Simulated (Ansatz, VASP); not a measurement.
NaHF2 in VASP and in Ansatz

```
Na H F
1.0
     1.71312    0.98907    4.57039
    -1.71312    0.98907    4.57039
     0.00000   -1.97814    4.57039
Na H F
1 1 2
Cartesian
  0.0000 0.0000 0.0000
  0.0000 0.0000 6.8556
  0.0000 0.0000 7.9906
  0.0000 0.0000 5.7205
```

Alike in both runs: functional r2SCAN; k mesh 9 × 9 × 9; occupations gaussian, width 0.02 eV; no spin polarisation.

Ansatz relaxed the structure, and its values are those at the end. VASP's run is a single point on that final structure, the one shown.

|  | VASP | Ansatz |
| --- | --- | --- |
| version | VASP 6.6.1 | Ansatz 0.2.0 |
| potentials or method | VASP PAW PBE potentials, release 64 (Na_pv, H, F), cutoff 520 eV | scalar-relativistic, plane waves, PAW |
| valence electrons in the cell | 22 | 24 |

Ansatz gave:

```
gap on the k mesh at the Fermi level (eV) : 7.82
least direct gap on the mesh (eV)         : 7.90
pressure (GPa)                            : 0.0
rms of the force components (eV/Å)        : 0.000
```

Q: Estimate VASP's values.

A: gap on the k mesh at the Fermi level (eV): 7.82; least direct gap on the mesh (eV): 7.91; pressure (GPa): -0.3; rms of the force components (eV/Å): 0.044.

VASP's potentials were made for PBE, not for r2SCAN. VASP's potentials hold 22 valence electrons a cell and Ansatz's 24, so a difference there can come from the potentials and not from the codes.
